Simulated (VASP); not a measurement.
# MnSb (F-43m) in VASP: a series of runs

Runs on MnSb. Level: PBEsol. Tasks: single point.

Everything below comes from runs of VASP 6.6.1. Logs are shortened: lines on timing, memory, paths and dates and some standing lists are left out, and cuts for length are marked.

## (1) The cell of the first run

Symmetry: F-43m, No. 216, cubic system. The conventional cell has a = 5.717 Å, b = 5.717 Å, c = 5.717 Å, α = 90.00°, β = 90.00°, γ = 90.00°. Within 3.3 Å of Mn (site symmetry -43m) lie 4 Sb at 2.48 Å. Within 3.3 Å of Sb (site symmetry -43m) lie 4 Mn at 2.48 Å.

## (2) Single point, PBEsol, collinear spin, ferromagnetic start

INCAR

```
SYSTEM = MnSb
ALGO = Normal
EDIFF = 1E-6
ENCUT = 500
GGA = PS
GGA_COMPAT = .False.
ISIF = 2
ISMEAR = 0
ISPIN = 2
LASPH = .True.
LCHARG = .True.
LELF = .True.
LMAXMIX = 4
LORBIT = 11
LREAL = .False.
LVHAR = .True.
LWAVE = .False.
MAGMOM = 3 0
NBANDS = 20
NELM = 200
PREC = Accurate
SIGMA = 0.05
```

KPOINTS

```
k-points
0
Gamma
  10 10 10
  0 0 0
```

POSCAR

```
MnSb
1.0
    0.0000000000      2.8585024843      2.8585024843
    2.8585024843      0.0000000000      2.8585024843
    2.8585024843      2.8585024843      0.0000000000
Mn Sb
1 1
Direct
    0.0000000000      0.0000000000      0.0000000000
    0.2500000000      0.2500000000      0.2500000000
```

Potentials or basis: VASP PAW PBE potentials, release 64 (Mn_pv, Sb).

On the command line:

```
> cat potpaw_PBE.64/Mn_pv/POTCAR potpaw_PBE.64/Sb/POTCAR > POTCAR
> mpirun -np 1 vasp_std > vasp.out
```

OUTCAR:

```text
SYSTEM = MnSb
   EDIFF = 1E-6
   ENCUT = 500
   GGA = PS
   ISIF = 2
   ISMEAR = 0
   ISPIN = 2
   LASPH = .True.
   LORBIT = 11
   LREAL = .False.
   NELM = 200
   PREC = Accurate

 ion  position               nearest neighbor table
   1  0.000  0.000  0.000-   2 2.48   2 2.48   2 2.48   2 2.48
   2  0.250  0.250  0.250-   1 2.48   1 2.48   1 2.48   1 2.48

  LATTYP: Found a face centered cubic cell.
 ALAT       =     5.7170049686

  Lattice vectors:

 A1 = (   0.0000000000,   2.8585024843,   2.8585024843)
 A2 = (   2.8585024843,   0.0000000000,   2.8585024843)
 A3 = (   2.8585024843,   2.8585024843,   0.0000000000)

Analysis of symmetry for initial positions (statically):
=====================================================================
 Subroutine PRICEL returns:
 Original cell was already a primitive cell.

 Routine SETGRP: Setting up the symmetry group for a
 face centered cubic supercell.

 Subroutine GETGRP returns: Found 24 space group operations
 (whereof 24 operations were pure point group operations)
 out of a pool of 48 trial point group operations.

The static configuration has the point symmetry T_d .

Analysis of symmetry for dynamics (positions and initial velocities):
=====================================================================
 Subroutine PRICEL returns:
 Original cell was already a primitive cell.

 Routine SETGRP: Setting up the symmetry group for a
 face centered cubic supercell.

 Subroutine GETGRP returns: Found 24 space group operations
 (whereof 24 operations were pure point group operations)
 out of a pool of 48 trial point group operations.

The dynamic configuration has the point symmetry T_d .

Analysis of structural, dynamic, and magnetic symmetry:
=====================================================================
 Subroutine PRICEL returns:
 Original cell was already a primitive cell.

 Routine SETGRP: Setting up the symmetry group for a
 face centered cubic supercell.

 Subroutine GETGRP returns: Found 24 space group operations
 (whereof 24 operations were pure point group operations)
 out of a pool of 48 trial point group operations.

The overall configuration has the point symmetry T_d .

 Subroutine INISYM returns: Found 24 space group operations
 (whereof 24 operations are pure point group operations),
 and found     1 'primitive' translations

----------------------------------------------------------------------------------------

                                     Primitive cell

  volume of cell :      46.7139

  direct lattice vectors                    reciprocal lattice vectors
     0.000000000  2.858502484  2.858502484    -0.174916762  0.174916762  0.174916762
     2.858502484  0.000000000  2.858502484     0.174916762 -0.174916762  0.174916762
     2.858502484  2.858502484  0.000000000     0.174916762  0.174916762 -0.174916762

  length of vectors
     4.042532981  4.042532981  4.042532981     0.302964720  0.302964720  0.302964720

  position of ions in fractional coordinates (direct lattice)
     0.000000000  0.000000000  0.000000000
     0.250000000  0.250000000  0.250000000

  ion indices of the primitive-cell ions
   primitive index   ion index
                 1           1
                 2           2

----------------------------------------------------------------------------------------

 KPOINTS: k-points

Automatic generation of k-mesh.
 Grid dimensions read from file:
 generate k-points for:   10   10   10

 Generating k-lattice:

  Cartesian coordinates                     Fractional coordinates (reciprocal lattice)
    -0.017491676  0.017491676  0.017491676     0.100000000  0.000000000  0.000000000
     0.017491676 -0.017491676  0.017491676     0.000000000  0.100000000  0.000000000
     0.017491676  0.017491676 -0.017491676     0.000000000  0.000000000  0.100000000

  Length of vectors
     0.030296472  0.030296472  0.030296472

  Shift w.r.t. Gamma in fractional coordinates (k-lattice)
     0.000000000  0.000000000  0.000000000

 Subroutine IBZKPT returns following result:
 ===========================================

 Found     47 irreducible k-points:

 Following reciprocal coordinates:
            Coordinates               Weight
  0.000000  0.000000  0.000000      1.000000
  0.100000  0.000000  0.000000      8.000000
  0.200000  0.000000  0.000000      8.000000
  0.300000  0.000000  0.000000      8.000000
  0.400000  0.000000  0.000000      8.000000
  0.500000  0.000000  0.000000      4.000000
[... 16 lines left out ...]
  0.300000  0.300000  0.000000      6.000000
  0.400000  0.300000  0.000000     24.000000
 [... further k-points ...]
   k-points           NKPTS =     47   k-points in BZ     NKDIM =     47   number of bands    NBANDS=     20
   number of dos      NEDOS =    301   number of ions     NIONS =      2
   total plane-waves  NPLWV =  27000
   dimension x,y,z NGX =    30 NGY =   30 NGZ =   30
   dimension x,y,z NGXF=    60 NGYF=   60 NGZF=   60
   ions per type =               1   1
   NGX,Y,Z   is equivalent  to a cutoff of  12.34, 12.34, 12.34 a.u.
   NGXF,Y,Z  is equivalent  to a cutoff of  24.67, 24.67, 24.67 a.u.
 SYSTEM =  MnSb
   PREC   = accura    normal or accurate (medium, high low for compatibility)
   ISTART =      0    job   : 0-new  1-cont  2-samecut
   ICHARG =      2    charge: 1-file 2-atom 10-const
   ISPIN  =      2    spin polarized calculation?
   LNONCOLLINEAR =      F non collinear calculations
   LSORBIT =      F    spin-orbit coupling
   LASPH  =      T    aspherical Exc in radial PAW
   ENCUT  =  500.0 eV  36.75 Ry    6.06 a.u.   7.37  7.37  7.37*2*pi/ulx,y,z
   NELM   =    200;   NELMIN=  2; NELMDL= -5     # of ELM steps
   EDIFF  = 0.1E-05   stopping-criterion for ELM
   LREAL  =      F    real-space projection
   EDIFFG = 0.1E-04   stopping-criterion for IOM
   NSW    =      0    number of steps for IOM
   IBRION =     -1    ionic relax: 0-MD 1-quasi-New 2-CG
   NFREE  =      0    steps in history (QN), initial steepest desc. (CG)
   ISIF   =      2    stress and relaxation
   ISYM   =      2    0-nonsym 1-usesym 2-fastsym
   POTIM  = 0.5000    time-step for ionic-motion
   TEBEG  =    0.0;   TEEND  =   0.0 temperature during run
   PSTRESS=    0.0 pullay stress
   NELECT =      18.0000    total number of electrons
   NUPDOWN=      -1.0000    fix difference up-down
   EMIN   =  10.00;   EMAX   =-10.00  energy-range for DOS
   EFERMI =   0.00;   METHOD = LEGACY
   ISMEAR =     0;   SIGMA  =   0.05  broadening in eV -4-tet -1-fermi 0-gaus
   EFERMI_NEDOS =   21; number of points for ismear=-14 and -15
   IALGO  =     38    algorithm
   IMIX   =      4    mixing-type and parameters
     AMIX     =   0.40;   BMIX     =  1.00
     AMIX_MAG =   1.60;   BMIX_MAG =  1.00
  volume/ion in A,a.u.               =      23.36       157.62
  Fermi-wavevector in a.u.,A,eV,Ry     =   1.191289  2.251210 19.308970  1.419169
  Thomas-Fermi vector in A             =   2.327354
   LORBIT       =     11    0 simple, 1 ext, 2 COOP (PROOUT), +10 PAW based schemes
   GGA     = PS    functional components
   LHFCALC =     F    Hartree Fock is set to
   AEXX    =    0.0000 exact exchange contribution
   IVDW    =     0    specifies the selected vdW correction
   LEPSILON=     F    determine dielectric tensor
   LRPA    =     F    only Hartree local field effects (RPA)
 spin polarized calculation
 Gauss-broadening in eV      SIGMA  =   0.05
  energy-cutoff  :      500.00
  volume of cell :       46.71
 maximum number of plane-waves:      1243
 NGX is ok and might be reduce to    30
   NGX = 15   NGY = 15   NGZ = 15

 number of electron      18.0000013 magnetization       3.2104817

 Free energy of the ion-electron system (eV)
  ---------------------------------------------------
  ext. energy  EPLUGINS =         0.00000000
  ---------------------------------------------------
  free energy    TOTEN  =       -12.82475222 eV

  energy without entropy =      -12.82194077  energy(sigma->0) =      -12.82334649

 E-fermi :   6.2918     XC(G=0): -10.1812

 val. band max:        6.2887638476   @ k =  -0.3000   0.3000   0.1000
 cond. band min:       6.2975892516   @ k =   0.5000   0.3000   0.1000
 fundamental gap:      0.0088254040
 Fermi energy:         6.2918069533

 spin component 1

 k-point     1 :       0.0000    0.0000    0.0000
  band No.  band energies     occupation
      1     -43.2864      1.00000
      2     -43.2864      1.00000
      3     -43.2864      1.00000
      4      -4.7921      1.00000
      5       2.8036      1.00000
      6       2.8036      1.00000
[... 12 lines left out ...]
     19      17.3863      0.00000
     20      17.3863      0.00000
[... 507 lines left out ...]
 k-point    24 :       0.4000    0.3000    0.0000
  band No.  band energies     occupation
      1     -43.2909      1.00000
      2     -43.2881      1.00000
      3     -43.2880      1.00000
      4      -3.2317      1.00000
      5       1.7071      1.00000
      6       3.1969      1.00000
[... 12 lines left out ...]
     19      20.4460      0.00000
     20      21.5601      0.00000

 [... further k-points ...]

 spin component 2

 k-point     1 :       0.0000    0.0000    0.0000
  band No.  band energies     occupation
      1     -40.0082      1.00000
      2     -40.0082      1.00000
      3     -40.0082      1.00000
      4      -4.6928      1.00000
      5       4.4220      1.00000
      6       4.4220      1.00000
[... 12 lines left out ...]
     19      17.6850      0.00000
     20      17.6850      0.00000
[... 507 lines left out ...]
 k-point    24 :       0.4000    0.3000    0.0000
  band No.  band energies     occupation
      1     -40.0140      1.00000
      2     -40.0103      1.00000
      3     -40.0102      1.00000
      4      -3.1773      1.00000
      5       2.4896      1.00000
      6       4.4220      1.00000
[... 12 lines left out ...]
     19      20.8401      0.00000
     20      21.8851      0.00000

 [... further k-points ...]

------------------------ aborting loop because EDIFF is reached ----------------------------------------

  FORCE on cell =-STRESS in cart. coord.  units (eV):
  Direction    XX          YY          ZZ          XY          YZ          ZX
  --------------------------------------------------------------------------------------
  -------------------------------------------------------------------------------------
  Total        2.6704686      2.6704686      2.6704686     -0.0000000     -0.0000000     -0.0000000
  in kB       91.5909034     91.5909034     91.5909034     -0.0000000     -0.0000000     -0.0000000
  external PRESSURE =      91.5909034 kB  Pullay stress =       0.0000000 kB

 VOLUME and BASIS-vectors are now :
 -----------------------------------------------------------------------------
  energy-cutoff  :      500.00
  volume of cell :       46.71
      direct lattice vectors                 reciprocal lattice vectors
     0.000000000  2.858502484  2.858502484    -0.174916762  0.174916762  0.174916762
     2.858502484  0.000000000  2.858502484     0.174916762 -0.174916762  0.174916762
     2.858502484  2.858502484  0.000000000     0.174916762  0.174916762 -0.174916762

 POSITION                                       TOTAL-FORCE (eV/Angst)
 -----------------------------------------------------------------------------------
      0.00000      0.00000      0.00000        -0.000000     -0.000000     -0.000000
      1.42925      1.42925      1.42925         0.000000      0.000000      0.000000
 -----------------------------------------------------------------------------------
    total drift:                                0.000000      0.000000     -0.000000

  FREE ENERGIE OF THE ION-ELECTRON SYSTEM (eV)
  ---------------------------------------------------
  free  energy   TOTEN  =       -12.8247522211 eV

  energy  without entropy=      -12.8219407680  energy(sigma->0) =      -12.82334649

 total charge

# of ion       s       p       d       tot
------------------------------------------
    1        0.357   6.252   5.117  11.725
    2        1.145   1.420   0.049   2.615
--------------------------------------------------
tot          1.501   7.672   5.167  14.340

 magnetization (x)

# of ion       s       p       d       tot
------------------------------------------
    1        0.052   0.031   3.109   3.191
    2       -0.009  -0.160   0.018  -0.152
--------------------------------------------------
tot          0.043  -0.130   3.127   3.040
```

It took 38 s on 1 thread of AMD EPYC 9R45 (Zen 5), shared host; peak memory 0.2 GiB.

What came out:

- Free energy: -12.8248 eV
- Pressure: 9.2 GPa
- Net moment: 3.21 μB per cell
- Site moments: Mn +3.19; Sb -0.15 μB
- Valence electrons inside the program's atomic spheres: Mn 11.72; Sb 2.62

Levels at points of the mesh, in eV from the Fermi level:
Spin up:
| k point | band 6 | band 7 | band 8 | band 9 | band 10 | band 11 | band 12 | band 13 | band 14 | band 15 |
| --- | --- | --- | --- | --- | --- | --- | --- | --- | --- | --- |
| (0.00, 0.00, 0.00) | -3.49 | -3.49 | -2.49 | -2.49 | 3.66 | 3.66 | 3.66 | 4.88 | 6.04 | 6.04 |
| (0.50, 0.00, 0.00) | -3.35 | -3.35 | -2.36 | -2.36 | -2.00 | 1.70 | 1.70 | 4.88 | 6.75 | 6.75 |
| (0.50, 0.50, 0.00) | -2.71 | -2.71 | -2.40 | -2.37 | -1.89 | -0.75 | -0.75 | 3.80 | 4.39 | 13.08 |
Spin down:
| k point | band 3 | band 4 | band 5 | band 6 | band 7 | band 8 | band 9 | band 10 | band 11 | band 12 |
| --- | --- | --- | --- | --- | --- | --- | --- | --- | --- | --- |
| (0.00, 0.00, 0.00) | -46.30 | -10.98 | -1.87 | -1.87 | -1.87 | 0.58 | 0.58 | 4.81 | 4.81 | 4.81 |
| (0.50, 0.00, 0.00) | -46.30 | -9.47 | -4.59 | -1.68 | -1.68 | 0.45 | 0.61 | 0.61 | 2.81 | 2.81 |
| (0.50, 0.50, 0.00) | -46.30 | -8.91 | -4.41 | -1.58 | -1.58 | -0.53 | 0.69 | 0.80 | 0.91 | 0.91 |

Caveat: the PAW data sets were made with another functional, which shifts forces and pressure a little; spin-orbit coupling is left out, which moves the levels of the heavy elements; a cell with one magnetic atom can't hold antiferromagnetic order, which such compounds often take.

## (3) Single point, PBEsol, collinear spin, ferromagnetic start

This run uses another cell than the first one, of 26.16 Å³/atom, 1.120 times its volume.

INCAR

```
PREC = Accurate
ENCUT = 500
EDIFF = 1E-6
ISMEAR = 0
SIGMA = 0.05
LREAL = F
LASPH = T
NELM = 200
ALGO = Normal
ISIF = 2
LWAVE = F
LCHARG = T
ISPIN = 2
MAGMOM = 3.41 0
LORBIT = 11
LMAXMIX = 4
GGA = PS
LELF = T
LVHAR = T
NBANDS = 20
GGA_COMPAT = F
```

KPOINTS

```
regular mesh
0
Gamma
  10 10 10
```

POSCAR

```
MnSb
1.0
    0.0000000000      2.9685514580      2.9685514580
    2.9685514580      0.0000000000      2.9685514580
    2.9685514580      2.9685514580      0.0000000000
Mn Sb
1 1
Direct
    0.0000000000      0.0000000000      0.0000000000
    0.2500000000      0.2500000000      0.2500000000
```

Potentials or basis: VASP PAW PBE potentials, release 64 (Mn_pv, Sb).

On the command line:

```
> cat potpaw_PBE.64/Mn_pv/POTCAR potpaw_PBE.64/Sb/POTCAR > POTCAR
> mpirun -np 1 vasp_std > vasp.out
```

Wall time 44 s (1 thread of AMD EPYC 9R45 (Zen 5), shared host); peak memory 0.22 GiB.

The run converged. Its results:

* Free energy: -13.0214 eV
* Pressure: 2.7 GPa
* Net moment: 3.72 μB per cell
* Site moments: Mn +3.61; Sb -0.15 μB
* Valence electrons inside the program's atomic spheres: Mn 11.56; Sb 2.55

Levels at points of the mesh, in eV from the Fermi level:
Spin up:
```
           k point  band 7  band 8  band 9  band 10  band 11  band 12  band 13  band 14  band 15  band 16
(0.00, 0.00, 0.00)   -3.51   -2.70   -2.70     2.93     2.93     2.93     3.98     5.59     5.59     5.59
(0.50, 0.00, 0.00)   -3.38   -2.60   -2.60    -2.30     1.28     1.28     4.18     6.25     6.25     7.63
(0.50, 0.50, 0.00)   -2.87   -2.60   -2.54    -2.17    -0.84    -0.84     3.32     4.02    12.17    12.17
```
Spin down:
```csv
k point,band 4,band 5,band 6,band 7,band 8,band 9,band 10,band 11
"(0.00, 0.00, 0.00)",-10.42,-1.59,-1.59,-1.59,0.72,0.72,4.26,4.26
"(0.50, 0.00, 0.00)",-9.18,-4.12,-1.45,-1.45,0.61,0.75,0.75,2.59
"(0.50, 0.50, 0.00)",-8.73,-3.98,-1.46,-1.46,-0.15,0.74,0.92,1.04
```

Caveat: the PAW data sets were made with another functional, which shifts forces and pressure a little; spin-orbit coupling is left out, which moves the levels of the heavy elements; a cell with one magnetic atom can't hold antiferromagnetic order, which such compounds often take.

## (4) Single point, PBEsol, collinear spin, ferromagnetic start

This run uses another cell than the first one, of 27.91 Å³/atom, 1.195 times its volume.

INCAR

```
SYSTEM = MnSb
PREC = Accurate ; ENCUT = 500
EDIFF = 1E-6 ; ISMEAR = 0
SIGMA = 0.05 ; LREAL = .FALSE.
LASPH = .TRUE. ; NELM = 200
ALGO = Normal ; ISIF = 2
LWAVE = .FALSE. ; LCHARG = .FALSE.
ISPIN = 2 ; MAGMOM = 4.18 0
LORBIT = 11 ; LMAXMIX = 4
GGA = PS ; NBANDS = 20
GGA_COMPAT = .FALSE.
```

KPOINTS

```
Automatic mesh
0
G
  10 10 10
  0 0 0
```

POSCAR

```
MnSb
1.0
    0.0000000000      3.0334115296      3.0334115296
    3.0334115296      0.0000000000      3.0334115296
    3.0334115296      3.0334115296      0.0000000000
Mn Sb
1 1
Direct
    0.0000000000      0.0000000000      0.0000000000
    0.2500000000      0.2500000000      0.2500000000
```

On the command line:

```
> cat potpaw_PBE.64/Mn_pv/POTCAR potpaw_PBE.64/Sb/POTCAR > POTCAR
> mpirun -np 1 vasp_std > vasp.out
```

Run time: 48 s. Hardware: 1 thread of AMD EPYC 9R45 (Zen 5), shared host; peak memory 0.22 GiB.

It converged, with:

```yaml
Free_energy: -13.0550 eV
Pressure: 0.2 GPa
Band_gap_on_the_k_mesh: zero (filled and empty bands overlap)
Net_moment: 4.00 μB per cell
Site_moments: Mn +3.83; Sb -0.15 μB
Valence_electrons_inside_the_program's_atomic_spheres: Mn 11.49; Sb 2.52
```

Levels at points of the mesh, in eV from the Fermi level:
Spin up:
| k point | band 7 | band 8 | band 9 | band 10 | band 11 | band 12 | band 13 | band 14 | band 15 | band 16 |
| --- | --- | --- | --- | --- | --- | --- | --- | --- | --- | --- |
| (0.00, 0.00, 0.00) | -3.54 | -2.82 | -2.82 | 2.57 | 2.57 | 2.57 | 3.49 | 5.36 | 5.36 | 5.36 |
| (0.50, 0.00, 0.00) | -3.41 | -2.75 | -2.75 | -2.48 | 1.08 | 1.08 | 3.81 | 6.00 | 6.00 | 7.40 |
| (0.50, 0.50, 0.00) | -2.97 | -2.74 | -2.65 | -2.32 | -0.87 | -0.87 | 3.09 | 3.83 | 11.54 | 11.54 |
Spin down:
```csv
k point,band 5,band 6,band 7,band 8,band 9,band 10
"(0.00, 0.00, 0.00)",-1.44,-1.44,-1.44,0.77,0.77,3.99
"(0.50, 0.00, 0.00)",-3.85,-1.33,-1.33,0.68,0.80,0.80
"(0.50, 0.50, 0.00)",-3.73,-1.38,-1.38,0.05,0.75,0.96
```

Caveat: the PAW data sets were made with another functional, which shifts forces and pressure a little; spin-orbit coupling is left out, which moves the levels of the heavy elements; a cell with one magnetic atom can't hold antiferromagnetic order, which such compounds often take.

[end of part 1 of 2]
